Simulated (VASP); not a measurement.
# Si4GePt: single point with PBE

The system is Si4GePt.

```
Si Ge Pt
1.0
     4.79947    0.00000    0.00000
    -2.39974    4.15647    0.00000
     0.00000    0.00000    4.99563
Si Ge Pt
4 1 1
Direct
  0.33333 0.66667 0.21008
  0.33333 0.66667 0.78992
  0.66667 0.33333 0.78992
  0.66667 0.33333 0.21008
  0.00000 0.00000 0.00000
  0.00000 0.00000 0.50000
```

The cell was generated, and may not be a known phase.

* Program: VASP 6.6.1
* Task: single point
* Functional: PBE
* Potentials or basis: VASP PAW PBE potentials, release 64 (Si, Ge_d, Pt)
* Cutoff: 520 eV
* k mesh: 6 × 6 × 4
* Occupations: gaussian, width 0.1 eV
* Spin: no spin polarisation
* Dipole correction: no
* Further INCAR settings: ALGO = Normal; EDIFF = 1e-06; NBANDS = 29

The pressure is 5.2 GPa. The largest force is 4.710 eV/Å. The band gap on the k mesh is zero (bands 20 and 21 overlap by 2.47 eV).

Forces on the atoms (eV/Å):
```
Si   0.000  0.000  4.710
Si   0.000  0.000 -4.710
Si   0.000  0.000 -4.710
Si   0.000  0.000  4.710
Ge   0.000  0.000  0.000
Pt   0.000  0.000  0.000
```

Stress tensor (GPa, compression positive):
```
-4.70  0.00  0.00
 0.00 -4.70  0.00
 0.00  0.00 25.06
```

Levels at points of the mesh, in eV from the Fermi level:
| k point | band 17 | band 18 | band 19 | band 20 | band 21 | band 22 | band 23 | band 24 |
| --- | --- | --- | --- | --- | --- | --- | --- | --- |
| (0.00, 0.00, 0.00) | -1.91 | -1.91 | -1.15 | -1.01 | 0.02 | 0.17 | 0.17 | 0.86 |
| (0.50, 0.00, 0.00) | -1.71 | -1.10 | -1.04 | 0.32 | 0.73 | 0.89 | 1.03 | 1.34 |
| (0.00, 0.00, 0.50) | -3.48 | -0.85 | -0.85 | -0.67 | 0.33 | 0.33 | 0.49 | 0.49 |
| (0.50, 0.00, 0.50) | -2.15 | -1.00 | -0.04 | 0.98 | 1.51 | 2.26 | 2.32 | 2.53 |

Wall time 42 s on 1 thread of Intel(R) Xeon(R) Platinum 8488C (Sapphire Rapids), on a shared host, peak memory 0.25 GiB.

Caveat: the stress differs along the axes, from -5 to 25 GPa; spin-orbit coupling is left out, which moves the levels of the heavy elements; forces of over 1 eV/Å act on the atoms, so gaps and moduli don't describe the material at rest.
